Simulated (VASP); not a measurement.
Write the native input for VASP 6.6.1 that does the following.

| Property | Result |
| --- | --- |
| Task | single point |
| Functional | LDA |
| Potentials or basis | VASP PAW LDA potentials, release 64 (Hg) |
| Cutoff | 520 eV |
| k mesh | 7 × 7 × 7 |
| Occupations | fermi-dirac, width 0.01 eV |
| Spin | no spin polarisation |
| Dipole correction | no |
| Further INCAR settings | ALGO = Normal; EDIFF = 1e-07; NBANDS = 12 |

The structure of Hg lies in POSCAR:

```
Hg
1.0
    3.4800000000      0.0000000000      0.0000000000
    0.0000000000      3.4800000000      0.0000000000
    0.0000000000      0.0000000000      3.4800000000
Hg
1
Direct
    0.0000000000      0.0000000000      0.0000000000
```

One way to write it, as run:

INCAR

```
ALGO = Normal ; EDIFF = 1E-7
ENCUT = 520 ; ISIF = 2
ISMEAR = -1 ; LASPH = T
LCHARG = T ; LELF = T
LREAL = F ; LVHAR = T
LWAVE = F ; NBANDS = 12
NELM = 80 ; PREC = Accurate
SIGMA = 0.01
```

KPOINTS

```
k-points
0
Gamma
  7 7 7
```

Potentials or basis: VASP PAW LDA potentials, release 64 (Hg).

Run with:

```bash
$ cat potpaw_LDA.64/Hg/POTCAR > POTCAR
$ mpirun -np 1 vasp_std > vasp.out
```

It gave:

| Item | Value |
| --- | --- |
| Pressure | -3.4 GPa |
| Band gap on the k mesh | zero (band 6 reaches -0.51 eV, above the bottom of band 7 at -0.54 eV) |

Caveat: spin-orbit coupling is left out, which moves the levels of the heavy elements.

Wall time 13 s on 1 thread of Intel Xeon 8259CL, with other jobs on the host, peak memory 0.14 GiB.
